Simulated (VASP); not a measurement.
# CaZrN (P4/mmm) in VASP: notebook

Runs on CaZrN. Level: PBE. Tasks: single point.

All numbers are computed with VASP 6.6.1; they aren't measurements. Logs are shortened: lines on timing, memory, paths and dates and some standing lists are left out, and cuts for length are marked.

## 1. The cell of the first run

It takes space group P4/mmm (No. 123, tetragonal). The conventional cell has a = 2.719 Å, b = 2.719 Å, c = 7.905 Å, α = 90.00°, β = 90.00°, γ = 90.00°. Ca (site symmetry 4/mmm) has 4 Ca at 2.72 Å within 3.6 Å. Zr (site symmetry 4/mmm) has 4 N at 1.92 Å within 2.5 Å. Within 2.5 Å of N (site symmetry 4/mmm) lie 4 Zr at 1.92 Å.

## 2. Single point, PBE

Input file INCAR:

```
PREC     = Accurate       # precision mode
ENCUT    = 520            # plane-wave cutoff, eV
EDIFF    = 1E-6           # SCF threshold, eV
ISMEAR   = 0              # smearing method
SIGMA    = 0.1            # smearing width, eV
LREAL    = F              # projectors in reciprocal space
LASPH    = T              # aspherical terms in the spheres
NELM     = 80             # most SCF steps
ALGO     = Normal         # electronic algorithm
ISIF     = 2              # what is computed and relaxed
LWAVE    = F              # write WAVECAR
LCHARG   = T              # write CHGCAR
GGA      = PE             # functional
LELF     = T              # ELF
LVHAR    = T            
NBANDS   = 20             # bands
```

Input file KPOINTS:

```
regular mesh
0
Gamma
  6 6 2
```

Input file POSCAR:

```
CaZrN
1.0
    2.7185337900      0.0000000000      0.0000000000
    0.0000000000      2.7185337900      0.0000000000
    0.0000000000      0.0000000000      7.9047760300
Ca Zr N
1 1 1
Direct
    0.5000000000      0.5000000000      0.0000000000
    0.5000000000      0.5000000000      0.5000000000
    0.0000000000      0.0000000000      0.5000000000
```

Potentials or basis: VASP PAW PBE potentials, release 64 (Ca_sv, Zr_sv, N).

Started as:

```console
$ cat potpaw_PBE.64/Ca_sv/POTCAR potpaw_PBE.64/Zr_sv/POTCAR potpaw_PBE.64/N/POTCAR > POTCAR
$ mpirun -np 1 vasp_std > vasp.out
```

OUTCAR:

```text
PREC = Accurate
   ENCUT = 520
   EDIFF = 1E-6
   ISMEAR = 0
   LREAL = F
   LASPH = T
   NELM = 80
   ISIF = 2
   GGA = PE

 ion  position               nearest neighbor table
   1  0.500  0.500  0.000-
   2  0.500  0.500  0.500-   3 1.92   3 1.92   3 1.92   3 1.92
   3  0.000  0.000  0.500-   2 1.92   2 1.92   2 1.92   2 1.92

  LATTYP: Found a simple tetragonal cell.
 ALAT       =     2.7185337900
 C/A-ratio  =     2.9077350663

  Lattice vectors:

 A1 = (   2.7185337900,   0.0000000000,   0.0000000000)
 A2 = (   0.0000000000,   2.7185337900,   0.0000000000)
 A3 = (   0.0000000000,   0.0000000000,   7.9047760300)

Analysis of symmetry for initial positions (statically):
=====================================================================
 Subroutine PRICEL returns:
 Original cell was already a primitive cell.

 Routine SETGRP: Setting up the symmetry group for a
 simple tetragonal supercell.

 Subroutine GETGRP returns: Found 16 space group operations
 (whereof 16 operations were pure point group operations)
 out of a pool of 16 trial point group operations.

The static configuration has the point symmetry D_4h.

Analysis of symmetry for dynamics (positions and initial velocities):
=====================================================================
 Subroutine PRICEL returns:
 Original cell was already a primitive cell.

 Routine SETGRP: Setting up the symmetry group for a
 simple tetragonal supercell.

 Subroutine GETGRP returns: Found 16 space group operations
 (whereof 16 operations were pure point group operations)
 out of a pool of 16 trial point group operations.

The dynamic configuration has the point symmetry D_4h.

 Subroutine INISYM returns: Found 16 space group operations
 (whereof 16 operations are pure point group operations),
 and found     1 'primitive' translations

----------------------------------------------------------------------------------------

                                     Primitive cell

  volume of cell :      58.4197

  direct lattice vectors                    reciprocal lattice vectors
     2.718533790  0.000000000  0.000000000     0.367845345  0.000000000  0.000000000
     0.000000000  2.718533790  0.000000000     0.000000000  0.367845345  0.000000000
     0.000000000  0.000000000  7.904776030     0.000000000  0.000000000  0.126505798

  length of vectors
     2.718533790  2.718533790  7.904776030     0.367845345  0.367845345  0.126505798

  position of ions in fractional coordinates (direct lattice)
     0.500000000  0.500000000  0.000000000
     0.500000000  0.500000000  0.500000000
     0.000000000  0.000000000  0.500000000

  ion indices of the primitive-cell ions
   primitive index   ion index
                 1           1
                 2           2
                 3           3

----------------------------------------------------------------------------------------

 KPOINTS: regular mesh

Automatic generation of k-mesh.
 Grid dimensions read from file:
 generate k-points for:    6    6    2

 Generating k-lattice:

  Cartesian coordinates                     Fractional coordinates (reciprocal lattice)
     0.061307558  0.000000000  0.000000000     0.166666667  0.000000000  0.000000000
     0.000000000  0.061307558  0.000000000     0.000000000  0.166666667  0.000000000
     0.000000000  0.000000000  0.063252899     0.000000000  0.000000000  0.500000000

  Length of vectors
     0.061307558  0.061307558  0.063252899

  Shift w.r.t. Gamma in fractional coordinates (k-lattice)
     0.000000000  0.000000000  0.000000000

 Subroutine IBZKPT returns following result:
 ===========================================

 Found     20 irreducible k-points:

 Following reciprocal coordinates:
            Coordinates               Weight
  0.000000  0.000000  0.000000      1.000000
  0.166667  0.000000  0.000000      4.000000
  0.333333  0.000000  0.000000      4.000000
  0.500000  0.000000  0.000000      2.000000
  0.166667  0.166667  0.000000      4.000000
  0.333333  0.166667  0.000000      8.000000
[... 12 lines left out ...]
  0.500000  0.333333  0.500000      4.000000
  0.500000  0.500000  0.500000      1.000000
   k-points           NKPTS =     20   k-points in BZ     NKDIM =     20   number of bands    NBANDS=     20
   number of dos      NEDOS =    301   number of ions     NIONS =      3
   total plane-waves  NPLWV =  24000
   dimension x,y,z NGX =    20 NGY =   20 NGZ =   60
   dimension x,y,z NGXF=    40 NGYF=   40 NGZF=  120
   ions per type =               1   1   1
   NGX,Y,Z   is equivalent  to a cutoff of  12.23, 12.23, 12.62 a.u.
   NGXF,Y,Z  is equivalent  to a cutoff of  24.46, 24.46, 25.24 a.u.
 SYSTEM =  unknown system
   PREC   = accura    normal or accurate (medium, high low for compatibility)
   ISTART =      0    job   : 0-new  1-cont  2-samecut
   ICHARG =      2    charge: 1-file 2-atom 10-const
   ISPIN  =      1    spin polarized calculation?
   LNONCOLLINEAR =      F non collinear calculations
   LSORBIT =      F    spin-orbit coupling
   LASPH  =      T    aspherical Exc in radial PAW
   ENCUT  =  520.0 eV  38.22 Ry    6.18 a.u.   5.05  5.05 14.70*2*pi/ulx,y,z
   NELM   =     80;   NELMIN=  2; NELMDL= -5     # of ELM steps
   EDIFF  = 0.1E-05   stopping-criterion for ELM
   LREAL  =      F    real-space projection
   EDIFFG = 0.1E-04   stopping-criterion for IOM
   NSW    =      0    number of steps for IOM
   IBRION =     -1    ionic relax: 0-MD 1-quasi-New 2-CG
   NFREE  =      0    steps in history (QN), initial steepest desc. (CG)
   ISIF   =      2    stress and relaxation
   ISYM   =      2    0-nonsym 1-usesym 2-fastsym
   POTIM  = 0.5000    time-step for ionic-motion
   TEBEG  =    0.0;   TEEND  =   0.0 temperature during run
   PSTRESS=    0.0 pullay stress
   NELECT =      27.0000    total number of electrons
   NUPDOWN=      -1.0000    fix difference up-down
   EMIN   =  10.00;   EMAX   =-10.00  energy-range for DOS
   EFERMI =   0.00;   METHOD = LEGACY
   ISMEAR =     0;   SIGMA  =   0.10  broadening in eV -4-tet -1-fermi 0-gaus
   EFERMI_NEDOS =   21; number of points for ismear=-14 and -15
   IALGO  =     38    algorithm
   IMIX   =      4    mixing-type and parameters
     AMIX     =   0.40;   BMIX     =  1.00
     AMIX_MAG =   1.60;   BMIX_MAG =  1.00
  volume/ion in A,a.u.               =      19.47       131.41
  Fermi-wavevector in a.u.,A,eV,Ry     =   1.265736  2.391894 21.797719  1.602087
  Thomas-Fermi vector in A             =   2.398973
   LORBIT       =      0    0 simple, 1 ext, 2 COOP (PROOUT), +10 PAW based schemes
   GGA     = PE    functional components
   LHFCALC =     F    Hartree Fock is set to
   AEXX    =    0.0000 exact exchange contribution
   IVDW    =     0    specifies the selected vdW correction
   LEPSILON=     F    determine dielectric tensor
   LRPA    =     F    only Hartree local field effects (RPA)
 non-spin polarized calculation
 Gauss-broadening in eV      SIGMA  =   0.10
  energy-cutoff  :      520.00
  volume of cell :       58.42
 maximum number of plane-waves:      1616
   NGX = 11   NGY = 11   NGZ = 29

 number of electron      27.0000001 magnetization

 Free energy of the ion-electron system (eV)
  ---------------------------------------------------
  ext. energy  EPLUGINS =         0.00000000
  ---------------------------------------------------
  free energy    TOTEN  =       -15.75931808 eV

  energy without entropy =      -15.74691908  energy(sigma->0) =      -15.75311858

 E-fermi :   6.1121     XC(G=0):  -9.8008

 val. band max:        6.1086449930   @ k =   0.5000   0.1667   0.5000
 cond. band min:       6.1594359837   @ k =   0.3333   0.0000   0.0000
 fundamental gap:      0.0507909907
 Fermi energy:         6.1121294656

 k-point     1 :       0.0000    0.0000    0.0000
  band No.  band energies     occupation
      1     -42.3979      2.00000
      2     -35.6706      2.00000
      3     -20.6598      2.00000
      4     -19.7047      2.00000
      5     -19.7047      2.00000
      6     -16.6377      2.00000
[... 12 lines left out ...]
     19      10.3133      0.00000
     20      10.3133      0.00000

 k-point     2 :       0.1667    0.0000    0.0000
  band No.  band energies     occupation
      1     -42.3071      2.00000
      2     -35.5974      2.00000
      3     -20.6052      2.00000
      4     -20.5746      2.00000
      5     -19.5823      2.00000
      6     -16.5744      2.00000
[... 12 lines left out ...]
     19      10.0778      0.00000
     20      10.5351      0.00000

 k-point     3 :       0.3333    0.0000    0.0000
  band No.  band energies     occupation
      1     -42.1188      2.00000
      2     -35.4466      2.00000
      3     -22.0732      2.00000
      4     -20.3987      2.00000
      5     -19.3246      2.00000
      6     -17.1334      2.00000
[... 12 lines left out ...]
     19      10.4374      0.00000
     20      10.8589      0.00000

 k-point     4 :       0.5000    0.0000    0.0000
  band No.  band energies     occupation
      1     -42.0211      2.00000
      2     -35.3689      2.00000
      3     -22.7061      2.00000
      4     -20.3078      2.00000
      5     -19.1887      2.00000
      6     -17.5453      2.00000
[... 12 lines left out ...]
     19      10.5491      0.00000
     20      11.3054      0.00000

 k-point     5 :       0.1667    0.1667    0.0000
  band No.  band energies     occupation
      1     -42.2177      2.00000
      2     -35.5253      2.00000
      3     -20.6007      2.00000
      4     -20.4939      2.00000
      5     -20.2864      2.00000
      6     -16.5130      2.00000
[... 12 lines left out ...]
     19       9.6893      0.00000
     20      10.4417      0.00000

 k-point     6 :       0.3333    0.1667    0.0000
  band No.  band energies     occupation
      1     -42.0325      2.00000
      2     -35.3769      2.00000
      3     -21.8868      2.00000
      4     -20.3277      2.00000
      5     -20.0941      2.00000
      6     -17.0635      2.00000
[... 12 lines left out ...]
     19      10.1759      0.00000
     20      10.6781      0.00000

 k-point     7 :       0.5000    0.1667    0.0000
  band No.  band energies     occupation
      1     -41.9363      2.00000
      2     -35.3004      2.00000
      3     -22.5000      2.00000
      4     -20.2419      2.00000
      5     -19.9246      2.00000
      6     -17.4673      2.00000
[... 12 lines left out ...]
     19      10.4028      0.00000
     20      10.6161      0.00000
[... 185 lines left out ...]
 k-point    16 :       0.3333    0.1667    0.5000
  band No.  band energies     occupation
      1     -42.0324      2.00000
      2     -35.3769      2.00000
      3     -21.8868      2.00000
      4     -20.3275      2.00000
      5     -20.0941      2.00000
      6     -17.0635      2.00000
[... 12 lines left out ...]
     19      10.2800      0.00000
     20      10.6907      0.00000

 k-point    17 :       0.5000    0.1667    0.5000
  band No.  band energies     occupation
      1     -41.9363      2.00000
      2     -35.3004      2.00000
      3     -22.5000      2.00000
      4     -20.2418      2.00000
      5     -19.9246      2.00000
      6     -17.4674      2.00000
[... 12 lines left out ...]
     19      10.3392      0.00000
     20      10.5609      0.00000

 k-point    18 :       0.3333    0.3333    0.5000
  band No.  band energies     occupation
      1     -41.8536      2.00000
      2     -35.2333      2.00000
      3     -21.5740      2.00000
      4     -21.3162      2.00000
      5     -20.1818      2.00000
      6     -16.9454      2.00000
[... 12 lines left out ...]
     19       9.8063      0.00000
     20      10.8513      0.00000

 k-point    19 :       0.5000    0.3333    0.5000
  band No.  band energies     occupation
      1     -41.7609      2.00000
      2     -35.1594      2.00000
      3     -22.0400      2.00000
      4     -21.2057      2.00000
      5     -20.1071      2.00000
      6     -17.3066      2.00000
[... 12 lines left out ...]
     19       9.7223      0.00000
     20      11.3185      0.00000

 k-point    20 :       0.5000    0.5000    0.5000
  band No.  band energies     occupation
      1     -41.6702      2.00000
      2     -35.0869      2.00000
      3     -21.7790      2.00000
      4     -21.7790      2.00000
      5     -20.0381      2.00000
      6     -17.2237      2.00000
[... 12 lines left out ...]
     19      10.2838      0.00000
     20      14.0958      0.00000

------------------------ aborting loop because EDIFF is reached ----------------------------------------

  FORCE on cell =-STRESS in cart. coord.  units (eV):
  Direction    XX          YY          ZZ          XY          YZ          ZX
  --------------------------------------------------------------------------------------
  -------------------------------------------------------------------------------------
  Total       33.0267200     33.0267200     -1.1062355      0.0000000      0.0000000      0.0000000
  in kB      905.7680270    905.7680270    -30.3388506      0.0000000      0.0000000      0.0000000
  external PRESSURE =     593.7324011 kB  Pullay stress =       0.0000000 kB

 VOLUME and BASIS-vectors are now :
 -----------------------------------------------------------------------------
  energy-cutoff  :      520.00
  volume of cell :       58.42
      direct lattice vectors                 reciprocal lattice vectors
     2.718533790  0.000000000  0.000000000     0.367845345  0.000000000  0.000000000
     0.000000000  2.718533790  0.000000000     0.000000000  0.367845345  0.000000000
     0.000000000  0.000000000  7.904776030     0.000000000  0.000000000  0.126505798

 POSITION                                       TOTAL-FORCE (eV/Angst)
 -----------------------------------------------------------------------------------
      1.35927      1.35927      0.00000         0.000000      0.000000      0.000000
      1.35927      1.35927      3.95239         0.000000      0.000000      0.000000
      0.00000      0.00000      3.95239         0.000000      0.000000      0.000000
 -----------------------------------------------------------------------------------
    total drift:                                0.000000     -0.000000      0.000000

  FREE ENERGIE OF THE ION-ELECTRON SYSTEM (eV)
  ---------------------------------------------------
  free  energy   TOTEN  =       -15.7593180769 eV

  energy  without entropy=      -15.7469190776  energy(sigma->0) =      -15.75311858
```

Run time: 31 s. Hardware: 1 thread of Oxide Virtual Turin-like, shared host; peak memory 0.14 GiB.

Results:

```
Free energy : -15.7593 eV
Pressure    : 59.4 GPa
```

Stress tensor (GPa, compression positive):
```
90.58  0.00  0.00
 0.00 90.58  0.00
 0.00  0.00 -3.03
```

Levels at points of the mesh, in eV from the Fermi level:
```csv
k point,band 11,band 12,band 13,band 14,band 15,band 16
"(0.00, 0.00, 0.00)",-3.91,-2.87,-1.18,-1.02,-1.02,0.33
"(0.50, 0.00, 0.00)",-6.52,-6.22,-0.16,-0.10,1.08,1.70
"(0.50, 0.50, 0.00)",-1.84,-0.63,-0.63,-0.62,-0.62,1.86
"(0.00, 0.00, 0.50)",-2.87,-2.63,-2.62,-1.02,-1.02,0.33
"(0.50, 0.00, 0.50)",-6.52,-6.21,-0.40,0.57,0.69,1.95
"(0.50, 0.50, 0.50)",-1.81,-0.64,-0.64,-0.56,-0.56,1.67
```

Caveat: the k points lie up to 0.40 Å⁻¹ apart.

## 3. Single point, PBE

This run uses another cell than the first one, of 24.24 Å³/atom, 1.245 times its volume.

Input file INCAR:

```
SYSTEM = CaZrN
PREC = Accurate ; ENCUT = 520
EDIFF = 1E-7 ; ISMEAR = 0
SIGMA = 0.1 ; LREAL = .False.
LASPH = .True. ; NELM = 100
ALGO = Normal ; ISIF = 2
LWAVE = .False. ; LCHARG = .False.
GGA = PE ; NBANDS = 20
```

Input file KPOINTS:

```
Automatic mesh
0
Gamma
  6 6 2
  0 0 0
```

Input file POSCAR:

```
CaZrN
1.0
    3.1298542383      0.0000000000      0.0000000000
    0.0000000000      3.1298542383      0.0000000000
    0.0000000000      0.0000000000      7.4227698813
Ca Zr N
1 1 1
Direct
    0.5000000000      0.5000000000      0.0000000000
    0.5000000000      0.5000000000      0.5000000000
    0.0000000000      0.0000000000      0.5000000000
```

Potentials or basis: VASP PAW PBE potentials, release 64 (Ca_sv, Zr_sv, N).

Started as:

```console
$ cat potpaw_PBE.64/Ca_sv/POTCAR potpaw_PBE.64/Zr_sv/POTCAR potpaw_PBE.64/N/POTCAR > POTCAR
$ mpirun -np 1 vasp_std > vasp.out
```

It took 50 s on 1 thread of Oxide Virtual Turin-like, shared host; peak memory 0.16 GiB.

Results (log left out):

| Property | Result |
| --- | --- |
| Free energy | -19.8950 eV |
| Pressure | 0.2 GPa |

Stress tensor (GPa, compression positive):
```
 0.27  0.00  0.00
 0.00  0.27  0.00
 0.00  0.00 -0.02
```

Levels at points of the mesh, in eV from the Fermi level:
```csv
k point,band 9,band 10,band 11,band 12,band 13,band 14,band 15,band 16,band 17,band 18
"(0.00, 0.00, 0.00)",-14.65,-3.60,-3.52,-1.60,-1.58,-1.58,-0.60,0.86,1.26,2.50
"(0.50, 0.00, 0.00)",-12.89,-5.92,-4.62,-4.20,-0.86,0.75,0.84,0.93,2.51,3.00
"(0.50, 0.50, 0.00)",-14.41,-2.54,-2.54,-2.01,-0.60,-0.40,-0.40,0.77,2.24,2.24
"(0.00, 0.00, 0.50)",-14.65,-4.13,-2.00,-1.90,-1.59,-1.58,-1.58,0.85,1.34,2.56
"(0.50, 0.00, 0.50)",-12.89,-5.91,-4.62,-4.17,-0.04,0.07,0.30,1.27,1.74,3.04
"(0.50, 0.50, 0.50)",-14.41,-2.55,-2.55,-2.07,-0.48,-0.24,-0.24,1.36,1.73,1.73
```

Caveat: the k points lie up to 0.42 Å⁻¹ apart.
